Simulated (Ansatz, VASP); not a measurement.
**GaN in VASP and in Ansatz**

```
Ga N
1.0
     0.00000    2.24895    2.24895
     2.24895    0.00000    2.24895
     2.24895    2.24895    0.00000
Ga N
1 1
Direct
  0.00000 0.00000 0.00000
  0.25000 0.25000 0.25000
```

Alike in both runs: task single point; functional HSE06; k mesh 6 × 6 × 6; no spin polarisation.

```csv
,VASP,Ansatz
version,VASP 6.6.1,Ansatz 0.2.0
potentials or method,"VASP PAW PBE potentials, release 64 (Ga_d, N)","plane waves, PAW"
plane-wave cutoff (eV),520,420
occupations,"gaussian, width 0.01 eV",fixed
valence electrons in the cell,18,18
```

|  | VASP | Ansatz | Ansatz less VASP |
| --- | --- | --- | --- |
| gap on the k mesh at the Fermi level (eV) | 3.02 | 3.01 | -0.016 |
| pressure (GPa) | -0.1 | 0.0 | +0.12 |

Ansatz's warnings: stress exchange threshold loose, stress scf threshold loose.
